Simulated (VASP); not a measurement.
## VPt3: single point with LDA

Crystal: VPt3.

```
V Pt
1.0
     3.87000    0.00000    0.00000
     0.00000    3.87000    0.00000
     0.00000    0.00000    7.74000
V Pt
2 6
Direct
  0.00000 0.00000 0.00000
  0.00000 0.00000 0.50000
  0.00000 0.50000 0.25000
  0.50000 0.00000 0.25000
  0.50000 0.50000 0.00000
  0.00000 0.50000 0.75000
  0.50000 0.00000 0.75000
  0.50000 0.50000 0.50000
```

```json
{
 "Program": "VASP 6.6.1",
 "Task": "single point",
 "Functional": "LDA",
 "Potentials or basis": "VASP PAW LDA potentials, release 64 (V_sv, Pt)",
 "Cutoff": "500 eV",
 "k mesh": "7 × 7 × 4",
 "Occupations": "fermi-dirac, width 0.05 eV",
 "Spin": "no spin polarisation"
}
```

- Pressure: -6.0 GPa
- Band gap on the k mesh: zero (bands 43 and 44 overlap by 0.48 eV)

Levels at points of the mesh, in eV from the Fermi level:
| k point | band 38 | band 39 | band 40 | band 41 | band 42 | band 43 | band 44 | band 45 | band 46 | band 47 |
| --- | --- | --- | --- | --- | --- | --- | --- | --- | --- | --- |
| (0.00, 0.00, 0.00) | -0.49 | -0.37 | 0.01 | 0.16 | 0.16 | 0.16 | 0.16 | 0.42 | 0.99 | 1.00 |
| (0.00, 0.00, 0.50) | -1.22 | -1.11 | -1.11 | 0.16 | 0.16 | 0.35 | 0.35 | 0.35 | 0.35 | 0.59 |

Run time: 5 min on 1 thread of Intel Xeon 8259CL, with other jobs on the host, peak memory 0.26 GiB.

Caveat: the cell stands under tension; spin-orbit coupling is left out, which moves the levels of the heavy elements.
